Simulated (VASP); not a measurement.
# Rb2HfP6 (Fm-3m) in VASP: further runs

The runs below take Rb2HfP6 through single point, with r2SCAN.

Everything below comes from runs of VASP 6.6.1. Logs are shortened: lines on timing, memory, paths and dates and some standing lists are left out, and cuts for length are marked.

## (1) The cell of the first run

Symmetry: Fm-3m, No. 225, cubic system. Conventional cell: a = 9.636 Å, b = 9.636 Å, c = 9.636 Å, α = 90.00°, β = 90.00°, γ = 90.00°. Within 3.1 Å of P (site symmetry 4mm) lie 1 Hf at 2.35 Å. Hf (site symmetry m-3m) has 6 P at 2.35 Å within 3.1 Å. Within 4.5 Å of Rb (site symmetry -43m) lie 12 P at 3.41 Å and 4 Hf at 4.17 Å.

## (2) Single point, r2SCAN

Contents of POSCAR:

```
Rb2HfP6
1.0
    0.0000000000      4.8178160000      4.8178160000
    4.8178160000      0.0000000000      4.8178160000
    4.8178160000      4.8178160000      0.0000000000
P Hf Rb
6 1 2
Direct
    0.7563000000      0.2437000000      0.2437000000
    0.2437000000      0.7563000000      0.2437000000
    0.2437000000      0.7563000000      0.7563000000
    0.7563000000      0.2437000000      0.7563000000
    0.2437000000      0.2437000000      0.7563000000
    0.7563000000      0.7563000000      0.2437000000
    0.0000000000      0.0000000000      0.0000000000
    0.2500000000      0.2500000000      0.2500000000
    0.7500000000      0.7500000000      0.7500000000
```

Contents of INCAR.step1:

```
SYSTEM = Rb2HfP6
PREC = Accurate
ENCUT = 520
ISMEAR = -1
SIGMA = 0.1
LREAL = .False.
LASPH = .True.
NELM = 60
NBANDS = 39
GGA = PE
ALGO = Normal
EDIFF = 1E-4
LWAVE = .True.
LCHARG = .False.
```

Contents of INCAR.step2:

```
SYSTEM = Rb2HfP6
PREC = Accurate
ENCUT = 520
EDIFF = 1E-6
ISMEAR = -1
SIGMA = 0.1
LREAL = .False.
LASPH = .True.
NELM = 60
ALGO = Normal
ISIF = 2
LWAVE = .False.
LCHARG = .False.
METAGGA = R2SCAN
LMIXTAU = .True.
NBANDS = 39
ISTART = 1
```

Contents of KPOINTS:

```
Automatic mesh
0
Gamma
  3 3 3
  0 0 0
```

Potentials or basis: VASP PAW PBE potentials, release 64 (P, Hf_pv, Rb_sv).

Launch:

```
$ cat potpaw_PBE.64/P/POTCAR potpaw_PBE.64/Hf_pv/POTCAR potpaw_PBE.64/Rb_sv/POTCAR > POTCAR
$ cp INCAR.step1 INCAR
$ mpirun -np 1 vasp_std > vasp.out
$ cp INCAR.step2 INCAR
$ mpirun -np 1 vasp_std > vasp.out
```

OUTCAR:

```text
SYSTEM = Rb2HfP6
   PREC = Accurate
   ENCUT = 520
   EDIFF = 1E-6
   ISMEAR = -1
   LREAL = .False.
   LASPH = .True.
   NELM = 60
   ISIF = 2
   METAGGA = R2SCAN
   ISTART = 1

 ion  position               nearest neighbor table
   1  0.756  0.244  0.244-   7 2.35   9 3.41   9 3.41   8 3.41   8 3.41
   2  0.244  0.756  0.244-   7 2.35   9 3.41   9 3.41   8 3.41   8 3.41
   3  0.244  0.756  0.756-   7 2.35   9 3.41   9 3.41   8 3.41   8 3.41
   4  0.756  0.244  0.756-   7 2.35   9 3.41   9 3.41   8 3.41   8 3.41
   5  0.244  0.244  0.756-   7 2.35   9 3.41   9 3.41   8 3.41   8 3.41
   6  0.756  0.756  0.244-   7 2.35   9 3.41   9 3.41   8 3.41   8 3.41
   7  0.000  0.000  0.000-   1 2.35   2 2.35   3 2.35   4 2.35   5 2.35   6 2.35   9 4.17   9 4.17
                             9 4.17   8 4.17   9 4.17   8 4.17   8 4.17   8 4.17
   8  0.250  0.250  0.250-   1 3.41   4 3.41   6 3.41   2 3.41   3 3.41   6 3.41   3 3.41   4 3.41
                             5 3.41   1 3.41   2 3.41   5 3.41   7 4.17   7 4.17   7 4.17   7 4.17
   9  0.750  0.750  0.750-   3 3.41   4 3.41   6 3.41   1 3.41   2 3.41   6 3.41   1 3.41   4 3.41
                             5 3.41   2 3.41   3 3.41   5 3.41   7 4.17   7 4.17   7 4.17   7 4.17

  LATTYP: Found a face centered cubic cell.
 ALAT       =     9.6356320000

  Lattice vectors:

 A1 = (   0.0000000000,   4.8178160000,   4.8178160000)
 A2 = (   4.8178160000,   0.0000000000,   4.8178160000)
 A3 = (   4.8178160000,   4.8178160000,   0.0000000000)

Analysis of symmetry for initial positions (statically):
=====================================================================
 Subroutine PRICEL returns:
 Original cell was already a primitive cell.

 Routine SETGRP: Setting up the symmetry group for a
 face centered cubic supercell.

 Subroutine GETGRP returns: Found 48 space group operations
 (whereof 48 operations were pure point group operations)
 out of a pool of 48 trial point group operations.

The static configuration has the point symmetry O_h .

Analysis of symmetry for dynamics (positions and initial velocities):
=====================================================================
 Subroutine PRICEL returns:
 Original cell was already a primitive cell.

 Routine SETGRP: Setting up the symmetry group for a
 face centered cubic supercell.

 Subroutine GETGRP returns: Found 48 space group operations
 (whereof 48 operations were pure point group operations)
 out of a pool of 48 trial point group operations.

The dynamic configuration has the point symmetry O_h .

 Subroutine INISYM returns: Found 48 space group operations
 (whereof 48 operations are pure point group operations),
 and found     1 'primitive' translations

----------------------------------------------------------------------------------------

                                     Primitive cell

  volume of cell :     223.6560

  direct lattice vectors                    reciprocal lattice vectors
     0.000000000  4.817816000  4.817816000    -0.103781464  0.103781464  0.103781464
     4.817816000  0.000000000  4.817816000     0.103781464 -0.103781464  0.103781464
     4.817816000  4.817816000  0.000000000     0.103781464  0.103781464 -0.103781464

  length of vectors
     6.813420728  6.813420728  6.813420728     0.179754769  0.179754769  0.179754769

  position of ions in fractional coordinates (direct lattice)
     0.756300000  0.243700000  0.243700000
     0.243700000  0.756300000  0.243700000
     0.243700000  0.756300000  0.756300000
     0.756300000  0.243700000  0.756300000
     0.243700000  0.243700000  0.756300000
     0.756300000  0.756300000  0.243700000
     0.000000000  0.000000000  0.000000000
     0.250000000  0.250000000  0.250000000
     0.750000000  0.750000000  0.750000000

  ion indices of the primitive-cell ions
   primitive index   ion index
                 1           1
                 2           2
                 3           3
                 4           4
                 5           5
                 6           6
                 7           7
                 8           8
                 9           9

----------------------------------------------------------------------------------------

 KPOINTS: Automatic mesh

Automatic generation of k-mesh.
 Grid dimensions read from file:
 generate k-points for:    3    3    3

 Generating k-lattice:

  Cartesian coordinates                     Fractional coordinates (reciprocal lattice)
    -0.034593821  0.034593821  0.034593821     0.333333333  0.000000000  0.000000000
     0.034593821 -0.034593821  0.034593821     0.000000000  0.333333333  0.000000000
     0.034593821  0.034593821 -0.034593821     0.000000000  0.000000000  0.333333333

  Length of vectors
     0.059918256  0.059918256  0.059918256

  Shift w.r.t. Gamma in fractional coordinates (k-lattice)
     0.000000000  0.000000000  0.000000000

 Subroutine IBZKPT returns following result:
 ===========================================

 Found      4 irreducible k-points:

 Following reciprocal coordinates:
            Coordinates               Weight
  0.000000  0.000000  0.000000      1.000000
  0.333333  0.000000  0.000000      8.000000
  0.333333  0.333333  0.000000      6.000000
 -0.333333  0.333333  0.000000     12.000000
   k-points           NKPTS =      4   k-points in BZ     NKDIM =      4   number of bands    NBANDS=     39
   number of dos      NEDOS =    301   number of ions     NIONS =      9
   total plane-waves  NPLWV = 157464
   dimension x,y,z NGX =    54 NGY =   54 NGZ =   54
   dimension x,y,z NGXF=   108 NGYF=  108 NGZF=  108
   ions per type =               6   1   2
   NGX,Y,Z   is equivalent  to a cutoff of  13.18, 13.18, 13.18 a.u.
   NGXF,Y,Z  is equivalent  to a cutoff of  26.35, 26.35, 26.35 a.u.
 SYSTEM =  Rb2HfP6
   PREC   = accura    normal or accurate (medium, high low for compatibility)
   ISTART =      1    job   : 0-new  1-cont  2-samecut
   ICHARG =      0    charge: 1-file 2-atom 10-const
   ISPIN  =      1    spin polarized calculation?
   LNONCOLLINEAR =      F non collinear calculations
   LSORBIT =      F    spin-orbit coupling
   LASPH  =      T    aspherical Exc in radial PAW
   ENCUT  =  520.0 eV  38.22 Ry    6.18 a.u.  12.67 12.67 12.67*2*pi/ulx,y,z
   NELM   =     60;   NELMIN=  2; NELMDL=  0     # of ELM steps
   EDIFF  = 0.1E-05   stopping-criterion for ELM
   LREAL  =      F    real-space projection
   EDIFFG = 0.1E-04   stopping-criterion for IOM
   NSW    =      0    number of steps for IOM
   IBRION =     -1    ionic relax: 0-MD 1-quasi-New 2-CG
   NFREE  =      0    steps in history (QN), initial steepest desc. (CG)
   ISIF   =      2    stress and relaxation
   ISYM   =      2    0-nonsym 1-usesym 2-fastsym
   POTIM  = 0.5000    time-step for ionic-motion
   TEBEG  =    0.0;   TEEND  =   0.0 temperature during run
   PSTRESS=    0.0 pullay stress
   NELECT =      58.0000    total number of electrons
   NUPDOWN=      -1.0000    fix difference up-down
   EMIN   =  10.00;   EMAX   =-10.00  energy-range for DOS
   EFERMI =   0.00;   METHOD = LEGACY
   ISMEAR =    -1;   SIGMA  =   0.10  broadening in eV -4-tet -1-fermi 0-gaus
   EFERMI_NEDOS =   21; number of points for ismear=-14 and -15
   IALGO  =     38    algorithm
   IMIX   =      4    mixing-type and parameters
     AMIX     =   0.40;   BMIX     =  1.00
     AMIX_MAG =   1.60;   BMIX_MAG =  1.00
  volume/ion in A,a.u.               =      24.85       167.70
  Fermi-wavevector in a.u.,A,eV,Ry     =   1.043976  1.972829 14.828805  1.089886
  Thomas-Fermi vector in A             =   2.178709
   LORBIT       =      0    0 simple, 1 ext, 2 COOP (PROOUT), +10 PAW based schemes
   METAGGA = R2SCAN    functional components
   LHFCALC =     F    Hartree Fock is set to
   AEXX    =    0.0000 exact exchange contribution
   IVDW    =     0    specifies the selected vdW correction
   LEPSILON=     F    determine dielectric tensor
   LRPA    =     F    only Hartree local field effects (RPA)
 non-spin polarized calculation
  energy-cutoff  :      520.00
  volume of cell :      223.66
 maximum number of plane-waves:      6046
 NGX is ok and might be reduce to    50
   NGX = 25   NGY = 25   NGZ = 25

 number of electron      57.9999998 magnetization

 Free energy of the ion-electron system (eV)
  ---------------------------------------------------
  ext. energy  EPLUGINS =         0.00000000
  ---------------------------------------------------
  free energy    TOTEN  =      -121.66007399 eV

  energy without entropy =     -121.43045567  energy(sigma->0) =     -121.54526483

 E-fermi :   2.8138     XC(G=0):  -9.6946

 val. band max:        2.7879353364   @ k =   0.3333   0.0000   0.0000
 cond. band min:       2.9109750138   @ k =   0.0000   0.0000   0.0000
 fundamental gap:      0.1230396773
 Fermi energy:         2.8137637007

 k-point     1 :       0.0000    0.0000    0.0000
  band No.  band energies     occupation
      1     -27.4832      2.00000
      2     -27.4832      2.00000
      3     -27.4832      2.00000
      4     -24.0092      2.00000
      5     -23.9963      2.00000
      6      -8.7343      2.00000
[... 31 lines left out ...]
     38       5.8387      0.00000
     39       7.5717      0.00000

 k-point     2 :       0.3333    0.0000    0.0000
  band No.  band energies     occupation
      1     -27.4833      2.00000
      2     -27.4832      2.00000
      3     -27.4832      2.00000
      4     -24.0056      2.00000
      5     -23.9993      2.00000
      6      -8.7515      2.00000
[... 31 lines left out ...]
     38       6.6231      0.00000
     39       8.6501      0.00000

 k-point     3 :       0.3333    0.3333    0.0000
  band No.  band energies     occupation
      1     -27.4833      2.00000
      2     -27.4832      2.00000
      3     -27.4832      2.00000
      4     -24.0054      2.00000
      5     -23.9992      2.00000
      6      -8.8473      2.00000
[... 31 lines left out ...]
     38       7.6741      0.00000
     39       8.3596      0.00000

 k-point     4 :      -0.3333    0.3333    0.0000
  band No.  band energies     occupation
      1     -27.4833      2.00000
      2     -27.4833      2.00000
      3     -27.4832      2.00000
      4     -24.0022      2.00000
      5     -24.0022      2.00000
      6      -8.7728      2.00000
[... 31 lines left out ...]
     38       7.6620      0.00000
     39       8.8557      0.00000

------------------------ aborting loop because EDIFF is reached ----------------------------------------

  FORCE on cell =-STRESS in cart. coord.  units (eV):
  Direction    XX          YY          ZZ          XY          YZ          ZX
  --------------------------------------------------------------------------------------
  -------------------------------------------------------------------------------------
  Total        7.0058044      7.0058044      7.0058044     -0.0000000     -0.0000000      0.0000000
  in kB       50.1866223     50.1866223     50.1866223     -0.0000000     -0.0000000      0.0000000
  external PRESSURE =      50.1866223 kB  Pullay stress =       0.0000000 kB

 VOLUME and BASIS-vectors are now :
 -----------------------------------------------------------------------------
  energy-cutoff  :      520.00
  volume of cell :      223.66
      direct lattice vectors                 reciprocal lattice vectors
     0.000000000  4.817816000  4.817816000    -0.103781464  0.103781464  0.103781464
     4.817816000  0.000000000  4.817816000     0.103781464 -0.103781464  0.103781464
     4.817816000  4.817816000  0.000000000     0.103781464  0.103781464 -0.103781464

 POSITION                                       TOTAL-FORCE (eV/Angst)
 -----------------------------------------------------------------------------------
      2.34820      4.81782      4.81782         1.913978      0.000000      0.000000
      4.81782      2.34820      4.81782        -0.000000      1.913978      0.000000
      7.28743      4.81782      4.81782        -1.913978      0.000000      0.000000
      4.81782      7.28743      4.81782        -0.000000     -1.913978      0.000000
      4.81782      4.81782      2.34820        -0.000000      0.000000      1.913978
      4.81782      4.81782      7.28743        -0.000000      0.000000     -1.913978
      0.00000      0.00000      0.00000        -0.000000      0.000000      0.000000
      2.40891      2.40891      2.40891         0.000000      0.000000      0.000000
      7.22672      7.22672      7.22672        -0.000000     -0.000000     -0.000000
 -----------------------------------------------------------------------------------
    total drift:                                0.000000      0.000000      0.000000

  FREE ENERGIE OF THE ION-ELECTRON SYSTEM (eV)
  ---------------------------------------------------
  free  energy   TOTEN  =      -121.6600739885 eV

  energy  without entropy=     -121.4304556734  energy(sigma->0) =     -121.54526483
```

It used 170 s of CPU time on 1 thread of Intel(R) Xeon(R) Platinum 8488C (Sapphire Rapids), on a shared host.

What came out:

| Property | Result |
| --- | --- |
| Free energy | -121.6601 eV |
| Pressure | 5.0 GPa |
| Largest force | 1.914 eV/Å |
| Band gap on the k mesh | zero (bands 29 and 30 overlap by 0.14 eV) |

Forces in eV/Å, atoms in the order of the input:
```
P    1.914  0.000  0.000
P    0.000  1.914  0.000
P   -1.914  0.000  0.000
P    0.000 -1.914  0.000
P    0.000  0.000  1.914
P    0.000  0.000 -1.914
Hf   0.000  0.000  0.000
Rb   0.000  0.000  0.000
Rb   0.000  0.000  0.000
```

Caveat: the k points lie up to 0.38 Å⁻¹ apart; the PAW data sets were made with another functional, which shifts forces and pressure a little; spin-orbit coupling is left out, which moves the levels of the heavy elements.

(Continued in part 2 of 2.)
